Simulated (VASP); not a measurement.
# PbSe in VASP: single point with LDA

Aim: the single point of PbSe with LDA.

Program: VASP 6.6.1. These are calculated values, not measurements. Logs are shortened: lines on timing, memory, paths and dates and some standing lists are left out, and cuts for length are marked.

### Step 1. The cell of the first run

The cell holds a slab with vacuum, 4 atoms: a = 4.415 Å, b = 4.415 Å, c = 12.399 Å, α = 100.23°, β = 100.23°, γ = 90.13°.

### Step 2. Single point, LDA

The input, INCAR:

```
PREC = Accurate
ENCUT = 500
EDIFF = 1E-6
ISMEAR = 0
SIGMA = 0.01
LREAL = F
LASPH = T
NELM = 120
ALGO = Normal
ISIF = 2
LWAVE = F
LCHARG = F
NBANDS = 28
GGA_COMPAT = F
```

The input, KPOINTS:

```
regular mesh
0
Gamma
  4 4 2
```

The input, POSCAR:

```
PbSe
1.0
    4.4148900000      0.0000000000      0.0000000000
   -0.0103110000      4.4148780000      0.0000000000
   -2.2022890000     -2.2074390000     12.0007990000
Pb Se
2 2
Direct
    0.8001900000      0.8145460000      0.6176240000
    0.1926960000      0.1931600000      0.3815570000
    0.3001050000      0.3157340000      0.6220350000
    0.6768540000      0.7126680000      0.3768060000
```

Potentials or basis: VASP PAW LDA potentials, release 64 (Pb_d, Se).

Launch:

```sh
> cat potpaw_LDA.64/Pb_d/POTCAR potpaw_LDA.64/Se/POTCAR > POTCAR
> mpirun -np 1 vasp_std > vasp.out
```

OUTCAR:

```text
PREC = Accurate
   ENCUT = 500
   EDIFF = 1E-6
   ISMEAR = 0
   LREAL = F
   LASPH = T
   NELM = 120
   ISIF = 2

 ion  position               nearest neighbor table
   1  0.800  0.815  0.618-   4 2.89   3 3.11   3 3.12   3 3.13   3 3.13
   2  0.193  0.193  0.382-   3 2.89   4 3.02   4 3.09   4 3.15   4 3.24
   3  0.300  0.316  0.622-   2 2.89   1 3.11   1 3.12   1 3.13   1 3.13
   4  0.677  0.713  0.377-   1 2.89   2 3.02   2 3.09   2 3.15   2 3.24

  LATTYP: Found a face centered orthorhombic cell.
 ALAT       =     6.2363021032
 B/A-ratio  =     1.0023382392
 C/A-ratio  =     3.8486907149

  Lattice vectors:

 A1 = (  -2.2126000000,   2.2074390000,  12.0007990000)
 A2 = (   2.2022900000,   2.2074390000,  12.0007990000)
 A3 = (  -0.0103110000,   4.4148780000,   0.0000000000)

Analysis of symmetry for initial positions (statically):
=====================================================================
 Subroutine PRICEL returns:
 Original cell was already a primitive cell.

 Routine SETGRP: Setting up the symmetry group for a
 face centered orthorhombic supercell.

 Subroutine GETGRP returns: Found  1 space group operations
 (whereof  1 operations were pure point group operations)
 out of a pool of  8 trial point group operations.

The static configuration has the point symmetry C_1 .

Analysis of symmetry for dynamics (positions and initial velocities):
=====================================================================
 Subroutine PRICEL returns:
 Original cell was already a primitive cell.

 Routine SETGRP: Setting up the symmetry group for a
 face centered orthorhombic supercell.

 Subroutine GETGRP returns: Found  1 space group operations
 (whereof  1 operations were pure point group operations)
 out of a pool of  8 trial point group operations.

The dynamic configuration has the point symmetry C_1 .

 Subroutine INISYM returns: Found  1 space group operations
 (whereof  1 operations are pure point group operations),
 and found     1 'primitive' translations

----------------------------------------------------------------------------------------

                                     Primitive cell

  volume of cell :     233.9100

  direct lattice vectors                    reciprocal lattice vectors
[... 105 lines left out ...]
   LASPH  =      T    aspherical Exc in radial PAW
   ENCUT  =  500.0 eV  36.75 Ry    6.06 a.u.   8.05  8.05 22.61*2*pi/ulx,y,z
   NELM   =    120;   NELMIN=  2; NELMDL= -5     # of ELM steps
   EDIFF  = 0.1E-05   stopping-criterion for ELM
   LREAL  =      F    real-space projection
   EDIFFG = 0.1E-04   stopping-criterion for IOM
   NSW    =      0    number of steps for IOM
   IBRION =     -1    ionic relax: 0-MD 1-quasi-New 2-CG
   NFREE  =      0    steps in history (QN), initial steepest desc. (CG)
   ISIF   =      2    stress and relaxation
   ISYM   =      2    0-nonsym 1-usesym 2-fastsym
   POTIM  = 0.5000    time-step for ionic-motion
   TEBEG  =    0.0;   TEEND  =   0.0 temperature during run
   PSTRESS=    0.0 pullay stress
   NELECT =      40.0000    total number of electrons
   NUPDOWN=      -1.0000    fix difference up-down
   EMIN   =  10.00;   EMAX   =-10.00  energy-range for DOS
   EFERMI =   0.00;   METHOD = LEGACY
   ISMEAR =     0;   SIGMA  =   0.01  broadening in eV -4-tet -1-fermi 0-gaus
   EFERMI_NEDOS =   21; number of points for ismear=-14 and -15
   IALGO  =     38    algorithm
   IMIX   =      4    mixing-type and parameters
     AMIX     =   0.40;   BMIX     =  1.00
     AMIX_MAG =   1.60;   BMIX_MAG =  1.00
  volume/ion in A,a.u.               =      58.48       394.63
  Fermi-wavevector in a.u.,A,eV,Ry     =   0.908682  1.717160 11.234370  0.825703
  Thomas-Fermi vector in A             =   2.032637
   LORBIT       =      0    0 simple, 1 ext, 2 COOP (PROOUT), +10 PAW based schemes
   GGA     = CA    functional components
   LHFCALC =     F    Hartree Fock is set to
   AEXX    =    0.0000 exact exchange contribution
   IVDW    =     0    specifies the selected vdW correction
   LEPSILON=     F    determine dielectric tensor
   LRPA    =     F    only Hartree local field effects (RPA)
 non-spin polarized calculation
 Gauss-broadening in eV      SIGMA  =   0.01
  energy-cutoff  :      500.00
  volume of cell :      233.91
 maximum number of plane-waves:      5972
   NGX = 17   NGY = 17   NGZ = 45

 number of electron      39.9999998 magnetization

 Free energy of the ion-electron system (eV)
  ---------------------------------------------------
  ext. energy  EPLUGINS =         0.00000000
  ---------------------------------------------------
  free energy    TOTEN  =       -18.13588851 eV

  energy without entropy =      -18.13588851  energy(sigma->0) =      -18.13588851

 E-fermi :  -0.3567     XC(G=0):  -5.7813

 val. band max:       -0.4368005587   @ k =   0.5000   0.0000   0.0000
 cond. band min:       1.0224291704   @ k =   0.5000   0.0000   0.0000
 fundamental gap:      1.4592297291
 Fermi energy:        -0.3566842845

 k-point     1 :       0.0000    0.0000    0.0000
  band No.  band energies     occupation
      1     -16.7823      2.00000
      2     -16.6964      2.00000
      3     -16.6954      2.00000
      4     -16.6853      2.00000
      5     -16.6845      2.00000
      6     -16.6802      2.00000
[... 609 lines left out ...]
     27       5.7739      0.00000
     28       5.8079      0.00000

------------------------ aborting loop because EDIFF is reached ----------------------------------------

  FORCE on cell =-STRESS in cart. coord.  units (eV):
  Direction    XX          YY          ZZ          XY          YZ          ZX
  --------------------------------------------------------------------------------------
  -------------------------------------------------------------------------------------
  Total       -3.3026159     -3.2929383     -3.2645767      0.0160531      0.2200729      0.0394147
  in kB      -22.6214218    -22.5551344    -22.3608703      0.1099566      1.5073999      0.2699727
  external PRESSURE =     -22.5124755 kB  Pullay stress =       0.0000000 kB

 VOLUME and BASIS-vectors are now :
 -----------------------------------------------------------------------------
  energy-cutoff  :      500.00
  volume of cell :      233.91
      direct lattice vectors                 reciprocal lattice vectors
     4.414890000  0.000000000  0.000000000     0.226506210  0.000529008  0.041663883
    -0.010311000  4.414878000  0.000000000     0.000000000  0.226506825  0.041663893
    -2.202289000 -2.207439000 12.000799000     0.000000000  0.000000000  0.083327785

 POSITION                                       TOTAL-FORCE (eV/Angst)
 -----------------------------------------------------------------------------------
      2.16417      2.23275      7.41198         0.020675     -0.004191     -0.589482
      0.00844      0.01051      4.57899         0.003638     -0.027116      0.569442
     -0.04823      0.02082      7.46492        -0.007056      0.079350     -0.532623
      2.15105      2.31457      4.52197        -0.017257     -0.048044      0.552664
 -----------------------------------------------------------------------------------
    total drift:                               -0.000106     -0.000226     -0.000145

  FREE ENERGIE OF THE ION-ELECTRON SYSTEM (eV)
  ---------------------------------------------------
  free  energy   TOTEN  =       -18.1358885083 eV

  energy  without entropy=      -18.1358885083  energy(sigma->0) =      -18.13588851
```

OSZICAR:

```text
N       E                     dE             d eps       ncg     rms          rms(c)
DAV:   1     0.384836036319E+03    0.38484E+03   -0.16883E+04  1128   0.121E+03
DAV:   2     0.256638613399E+02   -0.35917E+03   -0.34986E+03  1232   0.332E+02
DAV:   3    -0.169326596793E+02   -0.42597E+02   -0.42035E+02  1416   0.138E+02
DAV:   4    -0.188796304804E+02   -0.19470E+01   -0.19393E+01  1292   0.376E+01
DAV:   5    -0.189553790474E+02   -0.75749E-01   -0.75735E-01  1492   0.712E+00    0.403E+00
DAV:   6    -0.181906994967E+02    0.76468E+00   -0.18085E+00  1532   0.733E+00    0.213E+00
DAV:   7    -0.181552868432E+02    0.35413E-01   -0.30491E-01  1212   0.215E+00    0.123E+00
DAV:   8    -0.181366322576E+02    0.18655E-01   -0.49997E-02  1496   0.157E+00    0.309E-01
DAV:   9    -0.181340657626E+02    0.25665E-02   -0.10109E-02  1524   0.684E-01    0.120E-01
DAV:  10    -0.181326755722E+02    0.13902E-02   -0.27252E-03  1212   0.211E-01    0.618E-02
DAV:  11    -0.181333806657E+02   -0.70509E-03   -0.14606E-03  1216   0.147E-01    0.551E-02
DAV:  12    -0.181352014978E+02   -0.18208E-02   -0.44064E-04  1188   0.774E-02    0.362E-02
DAV:  13    -0.181355618852E+02   -0.36039E-03   -0.10557E-04  1380   0.602E-02    0.133E-02
DAV:  14    -0.181358509162E+02   -0.28903E-03   -0.41530E-05  1060   0.269E-02    0.764E-03
DAV:  15    -0.181358748491E+02   -0.23933E-04   -0.36603E-06  1180   0.105E-02    0.346E-03
DAV:  16    -0.181358879476E+02   -0.13098E-04   -0.25236E-06   976   0.735E-03    0.998E-04
DAV:  17    -0.181358885083E+02   -0.56077E-06   -0.15261E-07  1012   0.343E-03
   1 F= -.18135889E+02 E0= -.18135889E+02  d E =-.427554E-31
```

stdout:

```text
POSCAR found type information on POSCAR PbSe
 POSCAR found :  2 types and       4 ions
 scaLAPACK will be used
 LDA part: xc-table for (Slater(with rela. corr.)+CA(PZ))
 , standard interpolation
 -----------------------------------------------------------------------------
|                                                                             |
|           W    W    AA    RRRRR   N    N  II  N    N   GGGG   !!!           |
|           W    W   A  A   R    R  NN   N  II  NN   N  G    G  !!!           |
|           W    W  A    A  R    R  N N  N  II  N N  N  G       !!!           |
|           W WW W  AAAAAA  RRRRR   N  N N  II  N  N N  G  GGG   !            |
|           WW  WW  A    A  R   R   N   NN  II  N   NN  G    G                |
|           W    W  A    A  R    R  N    N  II  N    N   GGGG   !!!           |
|                                                                             |
|     Your reciprocal lattice and k-lattice belong to different lattice       |
|     classes:                                                                |
|                                                                             |
|        The reciprocal lattice is body-centered orthorhombic,                |
|        whereas your k-lattice is base-centered monoclinic.                  |
|                                                                             |
|     Results are often still useful ...                                      |
|                                                                             |
 -----------------------------------------------------------------------------

 POSCAR, INCAR and KPOINTS ok, starting setup
 FFT: planning ... GRIDC
 FFT: planning ... GRID_SOFT
 FFT: planning ... GRID
 WAVECAR not read
 entering main loop
```

Run time: 2.7 min. Hardware: 1 thread of Intel Xeon 8259CL, shared host; peak memory 0.3 GiB.

What came out:

```yaml
Free_energy: -18.1359 eV
Largest_force: 0.590 eV/Å
Band_gap_on_the_k_mesh: 1.46 eV
```

Forces in eV/Å, atoms in the order of the input:
```
Pb   0.021 -0.004 -0.589
Pb   0.004 -0.027  0.569
Se  -0.007  0.079 -0.533
Se  -0.017 -0.048  0.553
```

Caveat: spin-orbit coupling is left out, which moves the levels of the heavy elements.
